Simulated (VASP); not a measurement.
Crystal: C.

```
CELL_PARAMETERS angstrom
3.61539 0.00000 0.00000
-1.80769 3.13102 0.00000
0.00000 0.00000 1.28391
ATOMIC_POSITIONS crystal
C 0.00000 0.00000 0.00000
```

```yaml
Program: VASP 6.6.1
Task: relaxation of cell and atoms
Functional: PBE
Potentials_or_basis: VASP PAW PBE potentials, release 64 (C)
Cutoff: 600 eV
k_mesh: 18 × 18 × 42
Occupations: gaussian, width 0.1 eV
Spin: no spin polarisation
```

At the start: pressure -0.0 GPa; volume 14.53 Å³/atom.

How do energy, volume and symmetry change on relaxing?

Over 11 steps the energy falls by 18.8 meV/atom and the volume is 19.28 Å³/atom (+32.6 %); space group P6/mmm (No. 191, to 0.05 Å).

Step by step:
| step | energy change (eV) | largest force (eV/Å) | pressure (GPa) | volume (Å³) |
| --- | --- | --- | --- | --- |
| 1 | 0.0000 | 0.0000 | -0.04 | 14.53 |
| 2 | 0.0036 | 0.0000 | 4.81 | 14.52 |
| 3 | -0.0004 | 0.0000 | 1.09 | 14.53 |
| 4 | -0.0016 | 0.0000 | 1.04 | 14.71 |
| 5 | -0.0051 | 0.0000 | 0.88 | 15.24 |
| 6 | -0.0114 | 0.0000 | 0.62 | 16.32 |
| 7 | -0.0184 | 0.0000 | 0.10 | 18.61 |
| 8 | -0.0188 | 0.0000 | -0.07 | 19.40 |
| 9 | -0.0188 | 0.0000 | -0.04 | 19.28 |
| 10 | -0.0179 | 0.0000 | 1.27 | 19.28 |
| 11 | -0.0188 | 0.0000 | 0.00 | 19.28 |

Final structure:
```
CELL_PARAMETERS angstrom
4.16747 0.00000 0.00000
-2.08373 3.60913 0.00000
0.00000 0.00000 1.28173
ATOMIC_POSITIONS crystal
C 0.00000 0.00000 0.00000
```

Caveat: the volume moved by over 15 % at a fixed basis, so the end points are rough.
